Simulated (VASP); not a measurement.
Wanted: the native input for a VASP 6.6.1 run.

| Item | Value |
| --- | --- |
| Task | single point |
| Functional | PBEsol |
| Potentials or basis | VASP PAW PBE potentials, release 64 (Ti_sv, Al) |
| Cutoff | 520 eV |
| k mesh | 10 × 10 × 10 |
| Occupations | gaussian, width 0.1 eV |
| Spin | no spin polarisation |
| Dipole correction | no |
| Further INCAR settings | ALGO = Fast; EDIFF = 1e-06; NBANDS = 18 |

The structure of TiAl3 lies in POSCAR:

```
TiAl3
1.0
    3.9449118242     -0.1186701375     -0.1106401249
   -0.1186701375      3.8570168090     -0.0488920966
   -0.1106401249     -0.0488920966      3.8024681025
Ti Al
1 3
Direct
    0.0293401531      0.0323257399     -0.0165231122
    0.5126147996      0.5202039034     -0.0451680609
    0.4311570697     -0.0142251457      0.4980104514
    0.0268879776      0.4616955024      0.5636781937
```

This cell differs from its parent crystal: atoms moved at random and the cell strained at random.

One way to write it, as run:

INCAR

```
SYSTEM = TiAl3
ALGO     = Fast           ! electronic algorithm
EDIFF    = 1E-6           ! SCF threshold, eV
ENCUT    = 520            ! plane-wave cutoff, eV
GGA      = PS             ! functional
ISIF     = 2              ! what is computed and relaxed
ISMEAR   = 0              ! smearing method
LASPH    = .TRUE.         ! aspherical terms in the spheres
LCHARG   = .TRUE.         ! write CHGCAR
LELF     = .TRUE.         ! ELF
LREAL    = .FALSE.        ! projectors in reciprocal space
LVHAR    = .TRUE.       
LWAVE    = .FALSE.        ! write WAVECAR
NBANDS   = 18             ! bands
NELM     = 80             ! most SCF steps
PREC     = Accurate       ! precision mode
SIGMA    = 0.1            ! smearing width, eV
```

KPOINTS

```
k-points
0
G
  10 10 10
  0 0 0
```

Potentials or basis: VASP PAW PBE potentials, release 64 (Ti_sv, Al).

Run with:

```bash
$ cat potpaw_PBE.64/Ti_sv/POTCAR potpaw_PBE.64/Al/POTCAR > POTCAR
$ mpirun -np 1 vasp_std > vasp.out
```

Results of the run:

```yaml
Pressure: 19.2 GPa
Largest_force: 4.588 eV/Å
```

Caveat: the cell differs from its parent crystal (atoms moved at random and the cell strained at random); the PAW data sets were made with another functional, which shifts forces and pressure a little.

Wall time 7.1 min on 1 thread of Intel(R) Xeon(R) 6975P-C (Granite Rapids), on a shared host, peak memory 0.55 GiB.
